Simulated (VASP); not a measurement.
# TiH3 (P6_3/mmc) in VASP: density of states with PBE

Aim: the density of states of TiH3 with PBE.

Program: VASP 6.6.1. These are calculated values, not measurements. Logs are shortened: lines on timing, memory, paths and dates and some standing lists are left out, and cuts for length are marked.

### 1 The cell of the first run

The structure is hexagonal, space group P6_3/mmc (No. 194). The conventional cell has a = 3.165 Å, b = 3.165 Å, c = 5.585 Å, α = 90.00°, β = 90.00°, γ = 120.00°. Ti (site symmetry -6m2) has 11 H at 1.83 to 2.02 Å within 2.4 Å. H (site symmetry 3m) has 7 H at 1.74 to 2.11 Å and 4 Ti at 1.92 to 2.02 Å within 2.3 Å. Within 2.4 Å of H (site symmetry -6m2) lie 3 Ti at 1.83 Å and 6 H at 2.02 Å.

### 2 Density of states, PBE

POSCAR reads:

```
TiH3
1.0
    3.1654955305      0.0000000000      0.0000000000
   -1.5827477653      2.7413995450      0.0000000000
    0.0000000000      0.0000000000      5.5850794957
Ti H
2 6
Direct
    0.3333333333      0.6666666667      0.2500000000
    0.6666666667      0.3333333333      0.7500000000
    0.3333333333      0.6666666667      0.5939701174
    0.3333333333      0.6666666667      0.9060298826
    0.6666666667      0.3333333333      0.4060298826
    0.6666666667      0.3333333333      0.0939701174
    0.0000000000      0.0000000000      0.2500000000
    0.0000000000      0.0000000000      0.7500000000
```

INCAR.step1 reads:

```
SYSTEM = TiH3
PREC = Accurate
ENCUT = 520
EDIFF = 1E-6
ISMEAR = 0
SIGMA = 0.1
LREAL = .False.
LASPH = .True.
NELM = 100
ALGO = Normal
ISIF = 2
LWAVE = .False.
LCHARG = .True.
LMAXMIX = 4
GGA = PE
NBANDS = 25
```

KPOINTS.step1 reads:

```
regular mesh
0
Gamma
  15 15 8
  0 0 0
```

INCAR.step2 reads:

```
SYSTEM = TiH3
PREC = Accurate
ENCUT = 520
EDIFF = 1E-6
ISMEAR = -5
SIGMA = 0.1
LREAL = .False.
LASPH = .True.
NELM = 100
ALGO = Normal
ISIF = 2
LWAVE = .False.
LCHARG = .False.
LMAXMIX = 4
GGA = PE
LORBIT = 10
NEDOS = 2001
ICHARG = 11
```

KPOINTS.step2 reads:

```
regular mesh
0
Gamma
  23 23 12
  0 0 0
```

Potentials or basis: VASP PAW PBE potentials, release 64 (Ti_sv, H).

On the command line:

```sh
$ cat potpaw_PBE.64/Ti_sv/POTCAR potpaw_PBE.64/H/POTCAR > POTCAR
$ cp INCAR.step1 INCAR
$ cp KPOINTS.step1 KPOINTS
$ mpirun -np 1 vasp_std > vasp.out
$ cp INCAR.step2 INCAR
$ cp KPOINTS.step2 KPOINTS
$ mpirun -np 1 vasp_std > vasp.out
```

OUTCAR:

```text
SYSTEM = TiH3
   PREC = Accurate
   ENCUT = 520
   EDIFF = 1E-6
   ISMEAR = -5
   LREAL = .False.
   LASPH = .True.
   NELM = 100
   ISIF = 2
   GGA = PE
   LORBIT = 10
   ICHARG = 11

 ion  position               nearest neighbor table
   1  0.333  0.667  0.250-   7 1.83   7 1.83   7 1.83
   2  0.667  0.333  0.750-   8 1.83   8 1.83   8 1.83
   3  0.333  0.667  0.594-
   4  0.333  0.667  0.906-
   5  0.667  0.333  0.406-
   6  0.667  0.333  0.094-
   7  0.000  0.000  0.250-   1 1.83   1 1.83   1 1.83
   8  0.000  0.000  0.750-   2 1.83   2 1.83   2 1.83

  LATTYP: Found a hexagonal cell.
 ALAT       =     3.1654955305
 C/A-ratio  =     1.7643618327

  Lattice vectors:

 A1 = (   3.1654955305,   0.0000000000,   0.0000000000)
 A2 = (  -1.5827477653,   2.7413995450,   0.0000000000)
 A3 = (   0.0000000000,   0.0000000000,   5.5850794957)

Analysis of symmetry for initial positions (statically):
=====================================================================
 Subroutine PRICEL returns:
 Original cell was already a primitive cell.

 Routine SETGRP: Setting up the symmetry group for a
 hexagonal supercell.

 Subroutine GETGRP returns: Found 24 space group operations
 (whereof 12 operations were pure point group operations)
 out of a pool of 24 trial point group operations.

The static configuration has the point symmetry D_3d.
 The point group associated with its full space group is D_6h.

Analysis of symmetry for dynamics (positions and initial velocities):
=====================================================================
 Subroutine PRICEL returns:
 Original cell was already a primitive cell.

 Routine SETGRP: Setting up the symmetry group for a
 hexagonal supercell.

 Subroutine GETGRP returns: Found 24 space group operations
 (whereof 12 operations were pure point group operations)
 out of a pool of 24 trial point group operations.

The dynamic configuration has the point symmetry D_3d.
 The point group associated with its full space group is D_6h.

 Subroutine INISYM returns: Found 24 space group operations
 (whereof 12 operations are pure point group operations),
 and found     1 'primitive' translations

----------------------------------------------------------------------------------------

                                     Primitive cell

  volume of cell :      48.4667

  direct lattice vectors                    reciprocal lattice vectors
     3.165495530  0.000000000  0.000000000     0.315906306  0.182388591  0.000000000
    -1.582747765  2.741399545  0.000000000     0.000000000  0.364777182  0.000000000
     0.000000000  0.000000000  5.585079496     0.000000000  0.000000000  0.179048481

  length of vectors
     3.165495530  3.165495531  5.585079496     0.364777182  0.364777182  0.179048481

  position of ions in fractional coordinates (direct lattice)
     0.333333333  0.666666667  0.250000000
     0.666666667  0.333333333  0.750000000
     0.333333333  0.666666667  0.593970117
     0.333333333  0.666666667  0.906029883
     0.666666667  0.333333333  0.406029883
     0.666666667  0.333333333  0.093970117
     0.000000000  0.000000000  0.250000000
     0.000000000  0.000000000  0.750000000

  ion indices of the primitive-cell ions
   primitive index   ion index
                 1           1
                 2           2
                 3           3
                 4           4
                 5           5
                 6           6
                 7           7
                 8           8

----------------------------------------------------------------------------------------

 KPOINTS: regular mesh

Automatic generation of k-mesh.
 Grid dimensions read from file:
 generate k-points for:   23   23   12

 Generating k-lattice:

  Cartesian coordinates                     Fractional coordinates (reciprocal lattice)
     0.013735057  0.007929939  0.000000000     0.043478261  0.000000000  0.000000000
     0.000000000  0.015859877  0.000000000     0.000000000  0.043478261  0.000000000
     0.000000000  0.000000000  0.014920707     0.000000000  0.000000000  0.083333333

  Length of vectors
     0.015859877  0.015859877  0.014920707

  Shift w.r.t. Gamma in fractional coordinates (k-lattice)
     0.000000000  0.000000000  0.000000000

 TETIRR: Found   6486 inequivalent tetrahedra from    38088

 Subroutine IBZKPT returns following result:
 ===========================================

 Found    392 irreducible k-points:

 Following reciprocal coordinates:
            Coordinates               Weight
  0.000000  0.000000  0.000000      1.000000
  0.043478  0.000000  0.000000      6.000000
  0.086957  0.000000  0.000000      6.000000
  0.130435  0.000000  0.000000      6.000000
  0.173913  0.000000  0.000000      6.000000
  0.217391 -0.000000  0.000000      6.000000
[... 16 lines left out ...]
  0.478261  0.043478  0.000000      6.000000
  0.086957  0.086957  0.000000      6.000000
 [... further k-points ...]
   k-points           NKPTS =    392   k-points in BZ     NKDIM =    392   number of bands    NBANDS=     20
   number of dos      NEDOS =   2001   number of ions     NIONS =      8
   total plane-waves  NPLWV =  24192
   dimension x,y,z NGX =    24 NGY =   24 NGZ =   42
   dimension x,y,z NGXF=    48 NGYF=   48 NGZF=   84
   ions per type =               2   6
   NGX,Y,Z   is equivalent  to a cutoff of  12.60, 12.60, 12.50 a.u.
   NGXF,Y,Z  is equivalent  to a cutoff of  25.21, 25.21, 25.00 a.u.
 SYSTEM =  TiH3
   PREC   = accura    normal or accurate (medium, high low for compatibility)
   ISTART =      0    job   : 0-new  1-cont  2-samecut
   ICHARG =     11    charge: 1-file 2-atom 10-const
   ISPIN  =      1    spin polarized calculation?
   LNONCOLLINEAR =      F non collinear calculations
   LSORBIT =      F    spin-orbit coupling
   LASPH  =      T    aspherical Exc in radial PAW
   ENCUT  =  520.0 eV  38.22 Ry    6.18 a.u.   5.89  5.89 10.38*2*pi/ulx,y,z
   NELM   =    100;   NELMIN=  2; NELMDL=  0     # of ELM steps
   EDIFF  = 0.1E-05   stopping-criterion for ELM
   LREAL  =      F    real-space projection
   EDIFFG = 0.1E-04   stopping-criterion for IOM
   NSW    =      0    number of steps for IOM
   IBRION =     -1    ionic relax: 0-MD 1-quasi-New 2-CG
   NFREE  =      0    steps in history (QN), initial steepest desc. (CG)
   ISIF   =      2    stress and relaxation
   ISYM   =      2    0-nonsym 1-usesym 2-fastsym
   POTIM  = 0.5000    time-step for ionic-motion
   TEBEG  =    0.0;   TEEND  =   0.0 temperature during run
   PSTRESS=    0.0 pullay stress
   NELECT =      30.0000    total number of electrons
   NUPDOWN=      -1.0000    fix difference up-down
   EMIN   =  10.00;   EMAX   =-10.00  energy-range for DOS
   EFERMI =   0.00;   METHOD = LEGACY
   ISMEAR =    -5;   SIGMA  =   0.10  broadening in eV -4-tet -1-fermi 0-gaus
   EFERMI_NEDOS =   21; number of points for ismear=-14 and -15
   IALGO  =     38    algorithm
   IMIX   =      4    mixing-type and parameters
     AMIX     =   0.40;   BMIX     =  1.00
     AMIX_MAG =   1.60;   BMIX_MAG =  1.00
  volume/ion in A,a.u.               =       6.06        40.88
  Fermi-wavevector in a.u.,A,eV,Ry     =   1.395192  2.636531 26.484583  1.946562
  Thomas-Fermi vector in A             =   2.518668
   LORBIT       =     10    0 simple, 1 ext, 2 COOP (PROOUT), +10 PAW based schemes
   GGA     = PE    functional components
   LHFCALC =     F    Hartree Fock is set to
   AEXX    =    0.0000 exact exchange contribution
   IVDW    =     0    specifies the selected vdW correction
   LEPSILON=     F    determine dielectric tensor
   LRPA    =     F    only Hartree local field effects (RPA)
 non-spin polarized calculation
 Fermi weights with tetrahedron method with Bloechl corrections
  energy-cutoff  :      520.00
  volume of cell :       48.47
 maximum number of plane-waves:      1322
 NGX is ok and might be reduce to    24

 number of electron      30.0000006 magnetization

 Free energy of the ion-electron system (eV)
  ---------------------------------------------------
  ext. energy  EPLUGINS =         0.00000000
  ---------------------------------------------------
  free energy    TOTEN  =       -38.22312848 eV

  energy without entropy =      -38.22312848  energy(sigma->0) =      -38.22312848

 E-fermi :   7.5384     XC(G=0): -11.5098

 val. band max:        7.5709833640   @ k =   0.3913   0.1304   0.5000
 cond. band min:       7.5088529791   @ k =   0.2174   0.2174   0.5000
 fundamental gap:     -0.0621303849
 Fermi energy:         7.5383659036

 k-point     1 :       0.0000    0.0000    0.0000
  band No.  band energies     occupation
      1     -50.0186      2.00000
      2     -49.9927      2.00000
      3     -26.4437      2.00000
      4     -26.2100      2.00000
      5     -26.1550      2.00000
      6     -26.1550      2.00000
[... 12 lines left out ...]
     19       8.2438      0.00000
     20       8.8710      0.00000

 k-point     2 :       0.0435    0.0000    0.0000
  band No.  band energies     occupation
      1     -50.0178      2.00000
      2     -49.9921      2.00000
      3     -26.4419      2.00000
      4     -26.2102      2.00000
      5     -26.1606      2.00000
      6     -26.1564      2.00000
[... 12 lines left out ...]
     19       8.6399      0.00000
     20       9.1298      0.00000
[... 465 lines left out ...]
      3     -26.4536      2.00000
      4     -26.4248      2.00000
      5     -26.3223      2.00000
      6     -26.2487      2.00000
[... 12 lines left out ...]
     19       9.4391      0.00000
     20       9.4998      0.00000

 k-point    24 :       0.0870    0.0870    0.0000
  band No.  band energies     occupation
      1     -50.0100      2.00000
      2     -49.9867      2.00000
      3     -26.4236      2.00000
      4     -26.2144      2.00000
      5     -26.2131      2.00000
      6     -26.1992      2.00000
[... 12 lines left out ...]
     19       9.1314      0.00000
     20       9.3819      0.00000

 [... further k-points ...]
[... 5 lines left out ...]
  --------------------------------------------------------------------------------------
  -------------------------------------------------------------------------------------
  Total       -0.0469664     -0.0469664     -0.1990552      0.0000000      0.0000000      0.0000000
  in kB       -1.5525829     -1.5525829     -6.5802235      0.0000000      0.0000000      0.0000000
  external PRESSURE =      -3.2284631 kB  Pullay stress =       0.0000000 kB

 VOLUME and BASIS-vectors are now :
 -----------------------------------------------------------------------------
  energy-cutoff  :      520.00
  volume of cell :       48.47
      direct lattice vectors                 reciprocal lattice vectors
     3.165495530  0.000000000  0.000000000     0.315906306  0.182388591  0.000000000
    -1.582747765  2.741399545  0.000000000     0.000000000  0.364777182  0.000000000
     0.000000000  0.000000000  5.585079496     0.000000000  0.000000000  0.179048481

 POSITION                                       TOTAL-FORCE (eV/Angst)
 -----------------------------------------------------------------------------------
     -0.00000      1.82760      1.39627         0.000000     -0.000000     -0.000000
      1.58275      0.91380      4.18881        -0.000000      0.000000     -0.000000
     -0.00000      1.82760      3.31737         0.000000     -0.000000     -0.001628
     -0.00000      1.82760      5.06025         0.000000      0.000000      0.001628
      1.58275      0.91380      2.26771         0.000000      0.000000      0.001628
      1.58275      0.91380      0.52483         0.000000     -0.000000     -0.001628
      0.00000      0.00000      1.39627         0.000000      0.000000     -0.000000
      0.00000      0.00000      4.18881         0.000000     -0.000000     -0.000000
 -----------------------------------------------------------------------------------
    total drift:                               -0.000000      0.000000     -0.000000

  FREE ENERGIE OF THE ION-ELECTRON SYSTEM (eV)
  ---------------------------------------------------
  free  energy   TOTEN  =       -38.2231284752 eV

  energy  without entropy=      -38.2231284752  energy(sigma->0) =      -38.22312848

 total charge

# of ion       s       p       d       tot
------------------------------------------
    1        2.151   6.157   2.013  10.321
    2        2.151   6.157   2.013  10.321
    3        0.541   0.016   0.000   0.557
    4        0.541   0.016   0.000   0.557
    5        0.541   0.016   0.000   0.557
    6        0.541   0.016   0.000   0.557
    7        0.587   0.016   0.000   0.603
    8        0.587   0.016   0.000   0.603
--------------------------------------------------
tot          7.640  12.411   4.026  24.076
```

Run time: 3.6 min. Hardware: 1 thread of Intel Xeon Platinum 8488C (Sapphire Rapids), shared host; peak memory 0.42 GiB.

Results:

| Quantity | Value |
| --- | --- |
| Valence electrons inside the program's atomic spheres | Ti 10.32; H 0.56, 0.60 |

Caveat: tetrahedron occupations give inexact forces and stress in metals.
